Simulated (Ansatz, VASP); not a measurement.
## Te2Mo in VASP and in Ansatz

File INCAR:

```
PREC = Accurate
ENCUT = 520
EDIFF = 1E-7
ISMEAR = 0
SIGMA = 0.05
LREAL = False
LASPH = True
NELM = 60
ALGO = Normal
ISIF = 2
LWAVE = False
LCHARG = False
NBANDS = 49
```

KPOINTS

```
Automatic mesh
0
Gamma
  12 12 1
```

File POSCAR:

```
Te2Mo
1.0
    3.4709964735      0.0000000000      0.0000000000
   -1.7354982368      3.0059711225      0.0000000000
    0.0000000000      0.0000000000     28.6962094435
Te Mo
6 3
Direct
    0.0000000000      0.0000000000      0.9405159683
    0.3333333333      0.6666666667      0.7128929968
    0.3333333333      0.6666666667      0.1682534351
    0.3333333333      0.6666666667      0.8317465649
    0.3333333333      0.6666666667      0.2871070032
    0.0000000000      0.0000000000      0.0594840317
    0.0000000000      0.0000000000      0.7722229666
    0.0000000000      0.0000000000      0.2277770334
    0.3333333333      0.6666666667      0.0000000000
```

Input for Ansatz:

```yaml
crystal:
  lattice:
    - [3.4709964735, 0.0, 0.0]
    - [-1.7354982368, 3.0059711225, 0.0]
    - [0.0, 0.0, 28.6962094435]
  atoms:
    - { symbol: Te, position: [0.0, 0.0, 0.9405159683] }
    - { symbol: Te, position: [0.3333333333, 0.6666666667, 0.7128929968] }
    - { symbol: Te, position: [0.3333333333, 0.6666666667, 0.1682534351] }
    - { symbol: Te, position: [0.3333333333, 0.6666666667, 0.8317465649] }
    - { symbol: Te, position: [0.3333333333, 0.6666666667, 0.2871070032] }
    - { symbol: Te, position: [0.0, 0.0, 0.0594840317] }
    - { symbol: Mo, position: [0.0, 0.0, 0.7722229666] }
    - { symbol: Mo, position: [0.0, 0.0, 0.2277770334] }
    - { symbol: Mo, position: [0.3333333333, 0.6666666667, 0.0] }
basis:
  ecutwfc: 420
kpoints:
  mp_grid: { grid: [12, 12, 1] }
hamiltonian:
  xc: lda
scf:
  occupations: { method: gaussian, width: 0.05 }
output:
  forces: true
  stress: true
  eigenvalues: true
```

Change from the starting cell: strain +0.000 along x and y, -0.050 along z, atoms carried along.

Alike in both runs: task single point; functional LDA; k mesh 12 × 12 × 1; occupations gaussian, width 0.05 eV; no spin polarisation.

|  | VASP | Ansatz |
| --- | --- | --- |
| version | VASP 6.6.1 | Ansatz 0.2.0 |
| potentials or method | VASP PAW LDA potentials, release 64 (Te, Mo_sv), cutoff 520 eV | scalar-relativistic, plane waves, PAW |
| valence electrons in the cell | 78 | 138 |

Ansatz gave:

```
gap on the k mesh at the Fermi level (eV) : 0.39
least direct gap on the mesh (eV)         : 1.02
rms of the force components (eV/Å)        : 0.652
```

Q: What did VASP give for the same quantities?

A: gap on the k mesh at the Fermi level (eV): 0.35; least direct gap on the mesh (eV): 1.02; rms of the force components (eV/Å): 0.687.

LDA's correlation is that of Perdew and Zunger in VASP and of Perdew and Wang (1992) in Ansatz. Atom by atom the forces differ by 0.035 eV/Å (rms over components). VASP's potentials hold 78 valence electrons a cell and Ansatz's 138, so a difference there can come from the potentials and not from the codes.

Spin-orbit coupling is off throughout.
